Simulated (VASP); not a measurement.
Input of a VASP 6.6.1 run:

INCAR

```
PREC = Accurate ; ENCUT = 500
EDIFF = 1E-6 ; ISMEAR = 0
SIGMA = 0.1 ; LREAL = F
LASPH = T ; NELM = 120
ALGO = Normal ; ISIF = 2
LWAVE = F ; LCHARG = F
GGA = PE ; NBANDS = 19
GGA_COMPAT = F
```

The input KPOINTS:

```
Automatic mesh
0
Gamma
  7 7 5
```

Contents of POSCAR:

```
HfMo
1.0
    1.6712035000     -2.4724670000      0.0000000000
    1.6712035000      2.4724670000      0.0000000000
    0.0000000000      0.0000000000      4.4470110000
Hf Mo
1 1
Direct
   -0.0089450000     -0.0113060000      0.0022800000
    0.4941130000      0.4945280000      0.5141880000
```

Potentials or basis: VASP PAW PBE potentials, release 64 (Hf_pv, Mo_sv).

The run is started by

```console
$ cat potpaw_PBE.64/Hf_pv/POTCAR potpaw_PBE.64/Mo_sv/POTCAR > POTCAR
$ mpirun -np 1 vasp_std > vasp.out
```

(1) Estimate the largest force.

(2) Estimate the band gap on the k mesh.

(3) Estimate the pressure.

## Answers

(1) 0.397 eV/Å.

(2) zero (bands 12 and 13 overlap by 1.76 eV).

(3) 0.3 GPa.

Caveat: spin-orbit coupling is left out, which moves the levels of the heavy elements.
